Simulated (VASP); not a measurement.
Wanted: the native input for a VASP 6.6.1 run.

| Quantity | Value |
| --- | --- |
| Task | single point |
| Functional | PBE |
| Potentials or basis | VASP PAW PBE potentials, release 64 (Cs_sv, Br) |
| Cutoff | 500 eV |
| k mesh | 8 × 8 × 8 |
| Occupations | gaussian, width 0.05 eV |
| Spin | no spin polarisation |
| Dipole correction | no |
| Further INCAR settings | ALGO = Normal; EDIFF = 1e-06; NBANDS = 15 |

The structure of CsBr lies in POSCAR:

```
CsBr
1.0
    4.2860000000      0.0000000000      0.0000000000
    0.0000000000      4.2860000000      0.0000000000
    0.0000000000      0.0000000000      4.2860000000
Cs Br
1 1
Direct
    0.0000000000      0.0000000000      0.0000000000
    0.5000000000      0.5000000000      0.5000000000
```

These files were run (other wordings do the same):

INCAR

```
SYSTEM = CsBr
  PREC = Accurate
  ENCUT = 500
  EDIFF = 1E-6
  ISMEAR = 0
  SIGMA = 0.05
  LREAL = .FALSE.
  LASPH = .TRUE.
  NELM = 120
  ALGO = Normal
  ISIF = 2
  LWAVE = .FALSE.
  LCHARG = .FALSE.
  GGA = PE
  NBANDS = 15
  GGA_COMPAT = .FALSE.
```

KPOINTS

```
Automatic mesh
0
G
  8 8 8
  0 0 0
```

Potentials or basis: VASP PAW PBE potentials, release 64 (Cs_sv, Br).

Command:

```console
$ cat potpaw_PBE.64/Cs_sv/POTCAR potpaw_PBE.64/Br/POTCAR > POTCAR
$ mpirun -np 1 vasp_std > vasp.out
```

It gave:

```yaml
Pressure: 1.1 GPa
Band_gap_on_the_k_mesh: 4.52 eV, direct
```

Caveat: spin-orbit coupling is left out, which moves the levels of the heavy elements.

Wall time 13 s on 1 thread of Intel(R) Xeon(R) Platinum 8488C (Sapphire Rapids), on a shared host, peak memory 0.19 GiB.
